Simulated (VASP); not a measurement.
Here is a VASP 6.6.1 calculation.

INCAR

```
SYSTEM = FeO
PREC     = Accurate       ! precision mode
ENCUT    = 520            ! plane-wave cutoff, eV
EDIFF    = 1E-7           ! SCF threshold, eV
ISMEAR   = -1             ! smearing method
SIGMA    = 0.05           ! smearing width, eV
LREAL    = .False.        ! projectors in reciprocal space
LASPH    = .True.         ! aspherical terms in the spheres
NELM     = 150            ! most SCF steps
ALGO     = Normal         ! electronic algorithm
ISIF     = 2              ! what is computed and relaxed
LWAVE    = .False.        ! write WAVECAR
LCHARG   = .False.        ! write CHGCAR
ISPIN    = 2              ! spin polarisation
MAGMOM   = 3 0            ! initial moments
LORBIT   = 11             ! projections on sites
LMAXMIX  = 4              ! l up to which the mixer works
NBANDS   = 18             ! bands
```

Contents of KPOINTS:

```
Automatic mesh
0
Gamma
  12 12 12
  0 0 0
```

The input POSCAR:

```
FeO
1.0
   -1.6231861388      1.6231861388      2.1108084499
    1.6231861388     -1.6231861388      2.1108084499
    1.6231861388      1.6231861388     -2.1108084499
Fe O
1 1
Direct
    0.0000000000      0.0000000000      0.0000000000
    0.5000000000      0.5000000000      0.0000000000
```

Potentials or basis: VASP PAW LDA potentials, release 64 (Fe, O).

Command:

```bash
$ cat potpaw_LDA.64/Fe/POTCAR potpaw_LDA.64/O/POTCAR > POTCAR
$ mpirun -np 1 vasp_std > vasp.out
```

(1) Predict the net moment.

(2) What does it give for the site moments?

(3) What does it give for the pressure?

(4) What does it give for the band gap on the k mesh?

Answers

(1) 4.00 μB per cell.

(2) Fe +3.58; O +0.31 μB.

(3) -26.4 GPa.

(4) zero (filled and empty bands overlap).

Caveat: a cell with one magnetic atom can't hold antiferromagnetic order, which such compounds often take; semilocal functionals often make such compounds metallic where correlation or magnetic order opens a gap, which also shifts bond lengths.
